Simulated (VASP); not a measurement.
Set up this calculation in VASP 6.6.1, as the native input.

```yaml
Task: single point
Functional: LDA
Potentials_or_basis: VASP PAW LDA potentials, release 64 (Ge_d)
Cutoff: 520 eV
k_mesh: 20 × 20 × 11
Occupations: fermi-dirac, width 0.1 eV
Spin: no spin polarisation
Dipole_correction: no
Further_INCAR_settings: ALGO = Normal; EDIFF = 1e-06; NBANDS = 21
```

The structure of Ge lies in POSCAR:

```
Ge
1.0
    2.9887112133      0.0000000000      0.0000000000
   -1.4943556066      2.5882998353      0.0000000000
    0.0000000000      0.0000000000      4.6399390237
Ge
2
Direct
    0.3333333333      0.6666666667      0.2500000000
    0.6666666667      0.3333333333      0.7500000000
```

This isn't the form of Ge at room conditions, which is diamond.

The input as run:

INCAR

```
SYSTEM = Ge
ALGO = Normal ; EDIFF = 1E-6
ENCUT = 520 ; ISIF = 2
ISMEAR = -1 ; LASPH = .TRUE.
LCHARG = .TRUE. ; LELF = .TRUE.
LREAL = .FALSE. ; LVHAR = .TRUE.
LWAVE = .FALSE. ; NBANDS = 21
NELM = 100 ; PREC = Accurate
SIGMA = 0.1
```

KPOINTS

```
k-points
0
G
  20 20 11
  0 0 0
```

Potentials or basis: VASP PAW LDA potentials, release 64 (Ge_d).

Command:

```sh
$ cat potpaw_LDA.64/Ge_d/POTCAR > POTCAR
$ mpirun -np 1 vasp_std > vasp.out
```

It gave:

| Property | Result |
| --- | --- |
| Pressure | 0.1 GPa |
| Band gap on the k mesh | zero (bands 14 and 15 overlap by 9.77 eV) |

Wall time 2.3 min on 1 thread of Intel Xeon 8259CL (shared host), peak memory 0.26 GiB.
